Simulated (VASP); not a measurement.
A run of VASP 6.6.1:

File POSCAR:

```
ZnS
1.0
    3.9589906172      0.0000000000      0.0000000000
   -1.9794953086      3.4285864478      0.0000000000
    0.0000000000      0.0000000000      6.7453939643
Zn S
2 2
Direct
    0.3333333333      0.6666666667      0.0053880710
    0.6666666667      0.3333333333      0.5053880710
    0.3333333333      0.6666666667      0.3796119290
    0.6666666667      0.3333333333      0.8796119290
```

Contents of INCAR.step1:

```
SYSTEM = ZnS
ALGO = Normal
EDIFF = 1E-4
ENCUT = 520
GGA = PE
ISMEAR = 0
LASPH = .TRUE.
LCHARG = .FALSE.
LREAL = .FALSE.
LWAVE = .TRUE.
NBANDS = 26
NELM = 80
PREC = Accurate
SIGMA = 0.05
```

File INCAR.step2:

```
SYSTEM = ZnS
ALGO = Normal
EDIFF = 1E-7
ENCUT = 520
ISIF = 2
ISMEAR = 0
ISTART = 1
LASPH = .TRUE.
LCHARG = .FALSE.
LMIXTAU = .TRUE.
LREAL = .FALSE.
LWAVE = .FALSE.
METAGGA = R2SCAN
NBANDS = 26
NELM = 80
PREC = Accurate
SIGMA = 0.05
```

KPOINTS

```
k-points
0
G
  6 6 4
  0 0 0
```

Potentials or basis: VASP PAW PBE potentials, release 64 (Zn, S).

Run with:

```sh
$ cat potpaw_PBE.64/Zn/POTCAR potpaw_PBE.64/S/POTCAR > POTCAR
$ cp INCAR.step1 INCAR
$ mpirun -np 1 vasp_std > vasp.out
$ cp INCAR.step2 INCAR
$ mpirun -np 1 vasp_std > vasp.out
```

Hardware: 1 thread of Intel(R) Xeon(R) 6975P-C (Granite Rapids) (shared host).

How long does it take, and how much memory?

Run time: 100 s on 1 thread of Intel(R) Xeon(R) 6975P-C (Granite Rapids) (shared host), peak memory 0.22 GiB. Counts: k points 21.
